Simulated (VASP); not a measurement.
# TiAl3 (P4/mmm) in VASP: a series of runs

Runs on TiAl3. Level: r2SCAN. Tasks: single point.

All numbers are computed with VASP 6.6.1; they aren't measurements. Logs are shortened: lines on timing, memory, paths and dates and some standing lists are left out, and cuts for length are marked.

## Step 1: The cell of the first run

Symmetry: P4/mmm, No. 123, tetragonal system. Conventional cell: a = 3.877 Å, b = 3.877 Å, c = 4.003 Å, α = 90.00°, β = 90.00°, γ = 90.00°. Ti (site symmetry 4/mmm) has 12 Al at 2.74 to 2.79 Å within 3.6 Å. Within 3.6 Å of Al (site symmetry 4/mmm) lie 4 Ti at 2.74 Å and 8 Al at 2.79 Å. Within 3.6 Å of Al (site symmetry mmm) lie 8 Al at 2.74 to 2.79 Å and 4 Ti at 2.79 Å.

## Step 2: Single point, r2SCAN (biaxial strain in the a-b plane: -2.0 %)

POSCAR reads:

```
TiAl3
1.0
    3.8765578250      0.0000000000      0.0000000000
    0.0000000000      3.8765578250      0.0000000000
    0.0000000000      0.0000000000      4.0031393050
Ti Al
1 3
Direct
    0.0000000000      0.0000000000      0.0000000000
    0.5000000000      0.5000000000      0.0000000000
    0.5000000000      0.0000000000      0.5000000000
    0.0000000000      0.5000000000      0.5000000000
```

INCAR.step1 reads:

```
SYSTEM = TiAl3
  PREC = Accurate
  ENCUT = 520
  ISMEAR = 0
  SIGMA = 0.1
  LREAL = .False.
  LASPH = .True.
  NELM = 60
  NBANDS = 18
  GGA = PE
  ALGO = Normal
  EDIFF = 1E-4
  LWAVE = .True.
  LCHARG = .False.
```

INCAR.step2 reads:

```
SYSTEM = TiAl3
  PREC = Accurate
  ENCUT = 520
  EDIFF = 1E-7
  ISMEAR = 0
  SIGMA = 0.1
  LREAL = .False.
  LASPH = .True.
  NELM = 60
  ALGO = Normal
  ISIF = 2
  LWAVE = .False.
  LCHARG = .False.
  METAGGA = R2SCAN
  LMIXTAU = .True.
  NBANDS = 18
  ISTART = 1
```

KPOINTS reads:

```
regular mesh
0
Gamma
  14 14 14
  0 0 0
```

Potentials or basis: VASP PAW PBE potentials, release 64 (Ti_sv, Al).

On the command line:

```console
cat potpaw_PBE.64/Ti_sv/POTCAR potpaw_PBE.64/Al/POTCAR > POTCAR
cp INCAR.step1 INCAR
mpirun -np 1 vasp_std > vasp.out
cp INCAR.step2 INCAR
mpirun -np 1 vasp_std > vasp.out
```

OUTCAR:

```text
SYSTEM = TiAl3
   PREC = Accurate
   ENCUT = 520
   EDIFF = 1E-7
   ISMEAR = 0
   LREAL = .False.
   LASPH = .True.
   NELM = 60
   ISIF = 2
   METAGGA = R2SCAN
   ISTART = 1

 ion  position               nearest neighbor table
   1  0.000  0.000  0.000-   2 2.74   2 2.74   2 2.74   2 2.74   4 2.79   3 2.79   4 2.79   4 2.79
                             4 2.79   3 2.79   3 2.79   3 2.79
   2  0.500  0.500  0.000-   1 2.74   1 2.74   1 2.74   1 2.74   4 2.79   3 2.79   3 2.79   3 2.79
                             4 2.79   4 2.79   4 2.79   3 2.79
   3  0.500  0.000  0.500-   4 2.74   4 2.74   4 2.74   4 2.74   2 2.79   2 2.79   2 2.79   2 2.79
                             1 2.79   1 2.79   1 2.79   1 2.79
   4  0.000  0.500  0.500-   3 2.74   3 2.74   3 2.74   3 2.74   2 2.79   1 2.79   2 2.79   1 2.79
                             2 2.79   1 2.79   2 2.79   1 2.79

  LATTYP: Found a simple tetragonal cell.
 ALAT       =     3.8765578250
 C/A-ratio  =     1.0326530612

  Lattice vectors:

 A1 = (   3.8765578250,   0.0000000000,   0.0000000000)
 A2 = (   0.0000000000,   3.8765578250,   0.0000000000)
 A3 = (   0.0000000000,   0.0000000000,   4.0031393050)

Analysis of symmetry for initial positions (statically):
=====================================================================
 Subroutine PRICEL returns:
 Original cell was already a primitive cell.

 Routine SETGRP: Setting up the symmetry group for a
 simple tetragonal supercell.

 Subroutine GETGRP returns: Found 16 space group operations
 (whereof 16 operations were pure point group operations)
 out of a pool of 16 trial point group operations.

The static configuration has the point symmetry D_4h.

Analysis of symmetry for dynamics (positions and initial velocities):
=====================================================================
 Subroutine PRICEL returns:
 Original cell was already a primitive cell.

 Routine SETGRP: Setting up the symmetry group for a
 simple tetragonal supercell.

 Subroutine GETGRP returns: Found 16 space group operations
 (whereof 16 operations were pure point group operations)
 out of a pool of 16 trial point group operations.

The dynamic configuration has the point symmetry D_4h.

 Subroutine INISYM returns: Found 16 space group operations
 (whereof 16 operations are pure point group operations),
 and found     1 'primitive' translations

----------------------------------------------------------------------------------------

                                     Primitive cell

  volume of cell :      60.1580

  direct lattice vectors                    reciprocal lattice vectors
     3.876557825  0.000000000  0.000000000     0.257960811  0.000000000  0.000000000
     0.000000000  3.876557825  0.000000000     0.000000000  0.257960811  0.000000000
     0.000000000  0.000000000  4.003139305     0.000000000  0.000000000  0.249803947

  length of vectors
     3.876557825  3.876557825  4.003139305     0.257960811  0.257960811  0.249803947

  position of ions in fractional coordinates (direct lattice)
     0.000000000  0.000000000  0.000000000
     0.500000000  0.500000000  0.000000000
     0.500000000  0.000000000  0.500000000
     0.000000000  0.500000000  0.500000000

  ion indices of the primitive-cell ions
   primitive index   ion index
                 1           1
                 2           2
                 3           3
                 4           4

----------------------------------------------------------------------------------------

 KPOINTS: regular mesh

Automatic generation of k-mesh.
 Grid dimensions read from file:
 generate k-points for:   14   14   14

 Generating k-lattice:

  Cartesian coordinates                     Fractional coordinates (reciprocal lattice)
     0.018425772  0.000000000  0.000000000     0.071428571  0.000000000  0.000000000
     0.000000000  0.018425772  0.000000000     0.000000000  0.071428571  0.000000000
     0.000000000  0.000000000  0.017843139     0.000000000  0.000000000  0.071428571

  Length of vectors
     0.018425772  0.018425772  0.017843139

  Shift w.r.t. Gamma in fractional coordinates (k-lattice)
     0.000000000  0.000000000  0.000000000

 Subroutine IBZKPT returns following result:
 ===========================================

 Found    288 irreducible k-points:

 Following reciprocal coordinates:
            Coordinates               Weight
  0.000000  0.000000  0.000000      1.000000
  0.071429  0.000000  0.000000      4.000000
  0.142857  0.000000  0.000000      4.000000
  0.214286  0.000000  0.000000      4.000000
  0.285714  0.000000  0.000000      4.000000
  0.357143  0.000000  0.000000      4.000000
[... 16 lines left out ...]
  0.285714  0.214286  0.000000      8.000000
  0.357143  0.214286  0.000000      8.000000
 [... further k-points ...]
   k-points           NKPTS =    288   k-points in BZ     NKDIM =    288   number of bands    NBANDS=     18
   number of dos      NEDOS =    301   number of ions     NIONS =      4
   total plane-waves  NPLWV =  27000
   dimension x,y,z NGX =    30 NGY =   30 NGZ =   30
   dimension x,y,z NGXF=    60 NGYF=   60 NGZF=   60
   ions per type =               1   3
   NGX,Y,Z   is equivalent  to a cutoff of  12.87, 12.87, 12.46 a.u.
   NGXF,Y,Z  is equivalent  to a cutoff of  25.73, 25.73, 24.92 a.u.
 SYSTEM =  TiAl3
   PREC   = accura    normal or accurate (medium, high low for compatibility)
   ISTART =      1    job   : 0-new  1-cont  2-samecut
   ICHARG =      0    charge: 1-file 2-atom 10-const
   ISPIN  =      1    spin polarized calculation?
   LNONCOLLINEAR =      F non collinear calculations
   LSORBIT =      F    spin-orbit coupling
   LASPH  =      T    aspherical Exc in radial PAW
   ENCUT  =  520.0 eV  38.22 Ry    6.18 a.u.   7.21  7.21  7.44*2*pi/ulx,y,z
   NELM   =     60;   NELMIN=  2; NELMDL=  0     # of ELM steps
   EDIFF  = 0.1E-06   stopping-criterion for ELM
   LREAL  =      F    real-space projection
   EDIFFG = 0.1E-05   stopping-criterion for IOM
   NSW    =      0    number of steps for IOM
   IBRION =     -1    ionic relax: 0-MD 1-quasi-New 2-CG
   NFREE  =      0    steps in history (QN), initial steepest desc. (CG)
   ISIF   =      2    stress and relaxation
   ISYM   =      2    0-nonsym 1-usesym 2-fastsym
   POTIM  = 0.5000    time-step for ionic-motion
   TEBEG  =    0.0;   TEEND  =   0.0 temperature during run
   PSTRESS=    0.0 pullay stress
   NELECT =      21.0000    total number of electrons
   NUPDOWN=      -1.0000    fix difference up-down
   EMIN   =  10.00;   EMAX   =-10.00  energy-range for DOS
   EFERMI =   0.00;   METHOD = LEGACY
   ISMEAR =     0;   SIGMA  =   0.10  broadening in eV -4-tet -1-fermi 0-gaus
   EFERMI_NEDOS =   21; number of points for ismear=-14 and -15
   IALGO  =     38    algorithm
   IMIX   =      4    mixing-type and parameters
     AMIX     =   0.40;   BMIX     =  1.00
     AMIX_MAG =   1.60;   BMIX_MAG =  1.00
  volume/ion in A,a.u.               =      15.04       101.49
  Fermi-wavevector in a.u.,A,eV,Ry     =   1.152701  2.178290 18.078343  1.328721
  Thomas-Fermi vector in A             =   2.289351
   LORBIT       =      0    0 simple, 1 ext, 2 COOP (PROOUT), +10 PAW based schemes
   METAGGA = R2SCAN    functional components
   LHFCALC =     F    Hartree Fock is set to
   AEXX    =    0.0000 exact exchange contribution
   IVDW    =     0    specifies the selected vdW correction
   LEPSILON=     F    determine dielectric tensor
   LRPA    =     F    only Hartree local field effects (RPA)
 non-spin polarized calculation
 Gauss-broadening in eV      SIGMA  =   0.10
  energy-cutoff  :      520.00
  volume of cell :       60.16
 maximum number of plane-waves:      1638
 NGX is ok and might be reduce to    30
   NGX = 15   NGY = 15   NGZ = 15

 number of electron      21.0000001 magnetization

 Free energy of the ion-electron system (eV)
  ---------------------------------------------------
  ext. energy  EPLUGINS =         0.00000000
  ---------------------------------------------------
  free energy    TOTEN  =       -34.78493748 eV

  energy without entropy =      -34.77437729  energy(sigma->0) =      -34.77965738

 E-fermi :   9.4758     XC(G=0): -11.7130

 val. band max:        9.4705273952   @ k =   0.0714   0.0714   0.3571
 cond. band min:       9.4760413560   @ k =   0.0714   0.0714   0.0000
 fundamental gap:      0.0055139608
 Fermi energy:         9.4758413572

 k-point     1 :       0.0000    0.0000    0.0000
  band No.  band energies     occupation
      1     -49.7937      2.00000
      2     -25.0878      2.00000
      3     -25.0579      2.00000
      4     -25.0579      2.00000
      5      -2.1912      2.00000
      6       6.0350      2.00000
[... 10 lines left out ...]
     17      15.5676      0.00000
     18      15.6988      0.00000

 k-point     2 :       0.0714    0.0000    0.0000
  band No.  band energies     occupation
      1     -49.7937      2.00000
      2     -25.0877      2.00000
      3     -25.0593      2.00000
      4     -25.0578      2.00000
      5      -2.1364      2.00000
      6       5.7720      2.00000
[... 10 lines left out ...]
     17      15.4958      0.00000
     18      15.6742      0.00000

 k-point     3 :       0.1429    0.0000    0.0000
  band No.  band energies     occupation
      1     -49.7935      2.00000
      2     -25.0874      2.00000
      3     -25.0633      2.00000
      4     -25.0576      2.00000
      5      -1.9728      2.00000
      6       4.9176      2.00000
[... 10 lines left out ...]
     17      15.1545      0.00000
     18      15.4234      0.00000

 k-point     4 :       0.2143    0.0000    0.0000
  band No.  band energies     occupation
      1     -49.7933      2.00000
      2     -25.0870      2.00000
      3     -25.0690      2.00000
      4     -25.0572      2.00000
      5      -1.7026      2.00000
      6       3.9616      2.00000
[... 375 lines left out ...]
      4     -25.0675      2.00000
      5      -1.2262      2.00000
      6       4.2800      2.00000
[... 10 lines left out ...]
     17      14.9941      0.00000
     18      15.1936      0.00000

 k-point    23 :       0.2857    0.2143    0.0000
  band No.  band energies     occupation
      1     -49.7925      2.00000
      2     -25.0856      2.00000
      3     -25.0741      2.00000
      4     -25.0673      2.00000
      5      -0.8640      2.00000
      6       3.4154      2.00000
[... 10 lines left out ...]
     17      14.8296      0.00000
     18      15.1313      0.00000

 k-point    24 :       0.3571    0.2143    0.0000
  band No.  band energies     occupation
      1     -49.7923      2.00000
      2     -25.0852      2.00000
      3     -25.0796      2.00000
      4     -25.0667      2.00000
      5      -0.4133      2.00000
      6       2.5517      2.00000
[... 10 lines left out ...]
     17      14.7855      0.00000
     18      15.0688      0.00000

 [... further k-points ...]

------------------------ aborting loop because EDIFF is reached ----------------------------------------

  FORCE on cell =-STRESS in cart. coord.  units (eV):
  Direction    XX          YY          ZZ          XY          YZ          ZX
  --------------------------------------------------------------------------------------
  -------------------------------------------------------------------------------------
  Total        1.8873263      1.8873263      0.1558346      0.0000000      0.0000000      0.0000000
  in kB       50.2648444     50.2648444      4.1503168      0.0000000      0.0000000      0.0000000
  external PRESSURE =      34.8933352 kB  Pullay stress =       0.0000000 kB

 VOLUME and BASIS-vectors are now :
 -----------------------------------------------------------------------------
  energy-cutoff  :      520.00
  volume of cell :       60.16
      direct lattice vectors                 reciprocal lattice vectors
     3.876557825  0.000000000  0.000000000     0.257960811  0.000000000  0.000000000
     0.000000000  3.876557825  0.000000000     0.000000000  0.257960811  0.000000000
     0.000000000  0.000000000  4.003139305     0.000000000  0.000000000  0.249803947

 POSITION                                       TOTAL-FORCE (eV/Angst)
 -----------------------------------------------------------------------------------
      0.00000      0.00000      0.00000         0.000000      0.000000      0.000000
      1.93828      1.93828      0.00000         0.000000      0.000000      0.000000
      1.93828      0.00000      2.00157         0.000000      0.000000      0.000000
      0.00000      1.93828      2.00157         0.000000      0.000000      0.000000
 -----------------------------------------------------------------------------------
    total drift:                               -0.000000     -0.000000      0.000000

  FREE ENERGIE OF THE ION-ELECTRON SYSTEM (eV)
  ---------------------------------------------------
  free  energy   TOTEN  =       -34.7849374796 eV

  energy  without entropy=      -34.7743772886  energy(sigma->0) =      -34.77965738
```

It took 23 min on 1 thread of AMD EPYC 7R43 (Zen 3), shared host; peak memory 0.36 GiB.

What came out:

```yaml
Free_energy: -34.7849 eV
Pressure: 3.5 GPa
Band_gap_on_the_k_mesh: zero (an odd number of electrons rules out a gap without spin polarisation)
```

Stress tensor (GPa, compression positive):
```
5.03 0.00 0.00
0.00 5.03 0.00
0.00 0.00 0.42
```

Caveat: the cell differs from its parent crystal (biaxial strain in the a-b plane: -2.0 %); the cell stands under pressure; the PAW data sets were made with another functional, which shifts forces and pressure a little.

## Step 3: Single point, r2SCAN (biaxial strain in the a-b plane: -2.0 %, then relaxed in part)

Changes to POSCAR since step 2:

```diff
@@ -4,3 +4,3 @@
     0.0000000000      3.8765578250      0.0000000000
-    0.0000000000      0.0000000000      4.0031393050
+    0.0000000000      0.0000000000      4.0130230735
 Ti Al
```

INCAR.step1 reads:

```
  PREC = Accurate
  ENCUT = 520
  ISMEAR = 0
  SIGMA = 0.1
  LREAL = F
  LASPH = T
  NELM = 100
  NBANDS = 18
  GGA = PE
  ALGO = Normal
  EDIFF = 1E-4
  LWAVE = T
  LCHARG = F
```

INCAR.step2 reads:

```
  PREC = Accurate
  ENCUT = 520
  EDIFF = 1E-6
  ISMEAR = 0
  SIGMA = 0.1
  LREAL = F
  LASPH = T
  NELM = 100
  ALGO = Normal
  ISIF = 2
  LWAVE = F
  LCHARG = F
  METAGGA = R2SCAN
  LMIXTAU = T
  NBANDS = 18
  ISTART = 1
```

KPOINTS reads:

```
Automatic mesh
0
Gamma
  14 14 14
```

Potentials or basis: VASP PAW PBE potentials, release 64 (Ti_sv, Al).

On the command line:

```console
cat potpaw_PBE.64/Ti_sv/POTCAR potpaw_PBE.64/Al/POTCAR > POTCAR
cp INCAR.step1 INCAR
mpirun -np 1 vasp_std > vasp.out
cp INCAR.step2 INCAR
mpirun -np 1 vasp_std > vasp.out
```

Run time: 16 min. Hardware: 1 thread of AMD EPYC 7R43 (Zen 3), shared host; peak memory 0.37 GiB.

Results (log left out):

| Property | Result |
| --- | --- |
| Free energy | -34.7851 eV |
| Pressure | 3.2 GPa |
| Band gap on the k mesh | zero (an odd number of electrons rules out a gap without spin polarisation) |

Stress tensor (GPa, compression positive):
```
 4.84  0.00  0.00
 0.00  4.84  0.00
 0.00  0.00 -0.10
```

Levels at points of the mesh, in eV from the Fermi level:
| k point | band 7 | band 8 | band 9 | band 10 | band 11 | band 12 | band 13 | band 14 |
| --- | --- | --- | --- | --- | --- | --- | --- | --- |
| (0.00, 0.00, 0.00) | -3.10 | -2.78 | -2.21 | -2.21 | 0.11 | 0.11 | 0.19 | 0.63 |
| (0.50, 0.00, 0.00) | -2.74 | -2.41 | -2.36 | 0.39 | 0.42 | 0.76 | 0.91 | 1.35 |
| (0.50, 0.50, 0.00) | -6.46 | -5.49 | -1.55 | -1.55 | 0.43 | 0.86 | 1.21 | 1.57 |
| (0.00, 0.00, 0.50) | -2.40 | -2.40 | -2.30 | 0.42 | 0.85 | 0.85 | 0.94 | 0.98 |
| (0.50, 0.00, 0.50) | -6.60 | -5.50 | -1.39 | -1.26 | 0.75 | 1.01 | 1.24 | 1.46 |
| (0.50, 0.50, 0.50) | -5.45 | -5.45 | -4.02 | -3.86 | -3.86 | 0.24 | 1.44 | 1.62 |

Caveat: the cell differs from its parent crystal (biaxial strain in the a-b plane: -2.0 %, then relaxed in part); the cell stands under pressure; the PAW data sets were made with another functional, which shifts forces and pressure a little.
